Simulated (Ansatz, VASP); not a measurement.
**Cs2AgBiBr6: VASP beside Ansatz**

The input INCAR:

```
SYSTEM = Cs2AgBiBr6
PREC     = Accurate       ! precision mode
ENCUT    = 600            ! plane-wave cutoff, eV
EDIFF    = 1E-7           ! SCF threshold, eV
ISMEAR   = 0              ! smearing method
SIGMA    = 0.02           ! smearing width, eV
LREAL    = .False.        ! projectors in reciprocal space
LASPH    = .True.         ! aspherical terms in the spheres
NELM     = 100            ! most SCF steps
ALGO     = Normal         ! electronic algorithm
ISIF     = 3              ! what is computed and relaxed
LWAVE    = .False.        ! write WAVECAR
LCHARG   = .False.        ! write CHGCAR
IBRION   = 2              ! ionic algorithm
NSW      = 70             ! ionic steps
EDIFFG   = -0.005         ! ionic threshold
```

Contents of KPOINTS:

```
Automatic mesh
0
Gamma
  4 4 4
  0 0 0
```

The input POSCAR:

```
Cs2AgBiBr6
1.0
    0.0000000000      5.7420103772      5.7420103772
    5.7420103772      0.0000000000      5.7420103772
    5.7420103772      5.7420103772      0.0000000000
Cs Ag Bi Br
2 1 1 6
Direct
    0.2500000000      0.2500000000      0.2500000000
    0.7500000000      0.7500000000      0.7500000000
    0.5000000000      0.5000000000      0.5000000000
    0.0000000000      0.0000000000      0.0000000000
    0.2513065111      0.7486934889      0.2513065111
    0.2513065111      0.7486934889      0.7486934889
    0.7486934889      0.2513065111      0.7486934889
    0.7486934889      0.2513065111      0.2513065111
    0.2513065111      0.2513065111      0.7486934889
    0.7486934889      0.7486934889      0.2513065111
```

Input for Ansatz:

```yaml
crystal:
  lattice:
    - [0.0, 5.7420103772, 5.7420103772]
    - [5.7420103772, 0.0, 5.7420103772]
    - [5.7420103772, 5.7420103772, 0.0]
  atoms:
    - { symbol: Cs, position: [0.25, 0.25, 0.25] }
    - { symbol: Cs, position: [0.75, 0.75, 0.75] }
    - { symbol: Ag, position: [0.5, 0.5, 0.5] }
    - { symbol: Bi, position: [0.0, 0.0, 0.0] }
    - { symbol: Br, position: [0.2513065111, 0.7486934889, 0.2513065111] }
    - { symbol: Br, position: [0.2513065111, 0.7486934889, 0.7486934889] }
    - { symbol: Br, position: [0.7486934889, 0.2513065111, 0.7486934889] }
    - { symbol: Br, position: [0.7486934889, 0.2513065111, 0.2513065111] }
    - { symbol: Br, position: [0.2513065111, 0.2513065111, 0.7486934889] }
    - { symbol: Br, position: [0.7486934889, 0.7486934889, 0.2513065111] }
basis:
  ecutwfc: 420
kpoints:
  mp_grid: { grid: [4, 4, 4] }
hamiltonian:
  xc: lda
scf:
  occupations: { method: gaussian, width: 0.02 }
output:
  forces: true
  stress: true
  eigenvalues: true
relax:
  adjacent_minimum: "off"
  f_tol: 0.005
  max_steps: 50
  cell: { stress_tol: 0.05 }
```

Alike in both runs: task relaxation of cell and atoms; functional LDA; k mesh 4 × 4 × 4; occupations gaussian, width 0.02 eV; no spin polarisation.

|  | VASP | Ansatz |
| --- | --- | --- |
| version | VASP 6.6.1 | Ansatz 0.2.0 |
| potentials or method | VASP PAW LDA potentials, release 64 (Cs_sv, Ag, Bi_d, Br), cutoff 600 eV | scalar-relativistic, plane waves, PAW |
| valence electrons in the cell | 86 | 94 |

|  | VASP | Ansatz | Ansatz less VASP |
| --- | --- | --- | --- |
| gap on the k mesh at the Fermi level, each at its own relaxed structure (eV) | 0.95 | 0.94 | -0.012 |
| relaxed volume (Å³/atom) | 33.33 | 33.24 | -0.083 |
| relaxed length of the cell vector where the two differ most in proportion (Å) | 7.782 | 7.776 | -0.0064 |

LDA's correlation is that of Perdew and Zunger in VASP and of Perdew and Wang (1992) in Ansatz. VASP's potentials hold 86 valence electrons a cell and Ansatz's 94, so a difference there can come from the potentials and not from the codes.

Neither program's run includes spin-orbit coupling.
